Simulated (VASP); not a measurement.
Na, 1 atom in the cell. It takes space group Pm-3m (No. 221, cubic). The conventional cell has a = 3.392 Å, b = 3.392 Å, c = 3.392 Å, α = 90.00°, β = 90.00°, γ = 90.00°. Na (site symmetry m-3m) has 6 Na at 3.39 Å within 4.5 Å. This isn't the form of Na at room conditions, which is bcc.

| Item | Value |
| --- | --- |
| Program | VASP 6.6.1 |
| Task | single point |
| Functional | PBEsol |
| Potentials or basis | VASP PAW PBE potentials, release 64 (Na_pv) |
| Cutoff | 520 eV |
| k mesh | 12 × 12 × 12 |
| Occupations | fermi-dirac, width 0.1 eV |
| Spin | no spin polarisation |
| Dipole correction | no |
| Further INCAR settings | ALGO = Normal; EDIFF = 1e-07; NBANDS = 10 |

Potentials or basis: VASP PAW PBE potentials, release 64 (Na_pv).

Command:

```console
$ cat potpaw_PBE.64/Na_pv/POTCAR > POTCAR
$ mpirun -np 1 vasp_std > vasp.out
```

Hardware: 1 thread of Intel Xeon 8259CL, with other jobs on the host.

Problem. Estimate the wall time of this run.

Solution. Wall time 24 s on 1 thread of Intel Xeon 8259CL, with other jobs on the host, peak memory 0.16 GiB. Counts: scf iterations 11, k points 84.
